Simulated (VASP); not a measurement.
A run of VASP 6.6.1 is set up as follows.

The input INCAR:

```
SYSTEM = RbSi6
PREC = Accurate
ENCUT = 520
EDIFF = 1E-6
ISMEAR = 0
SIGMA = 0.1
LREAL = .False.
LASPH = .True.
NELM = 80
ALGO = Normal
ISIF = 2
LWAVE = .False.
LCHARG = .True.
GGA = PE
LELF = .True.
LVHAR = .True.
NBANDS = 26
```

KPOINTS

```
Automatic mesh
0
Gamma
  8 8 8
  0 0 0
```

The input POSCAR:

```
RbSi6
1.0
   -3.2965680751      3.2965680751      3.2965680751
    3.2965680751     -3.2965680751      3.2965680751
    3.2965680751      3.2965680751     -3.2965680751
Rb Si
1 6
Direct
    0.0000000000      0.0000000000      0.0000000000
    0.7500000000      0.2500000000      0.5000000000
    0.2500000000      0.7500000000      0.5000000000
    0.5000000000      0.2500000000      0.7500000000
    0.7500000000      0.5000000000      0.2500000000
    0.5000000000      0.7500000000      0.2500000000
    0.2500000000      0.5000000000      0.7500000000
```

Potentials or basis: VASP PAW PBE potentials, release 64 (Rb_sv, Si).

Launch:

```bash
$ cat potpaw_PBE.64/Rb_sv/POTCAR potpaw_PBE.64/Si/POTCAR > POTCAR
$ mpirun -np 1 vasp_std > vasp.out
```

Question: What does it give for the pressure?

Answer: 7.6 GPa.
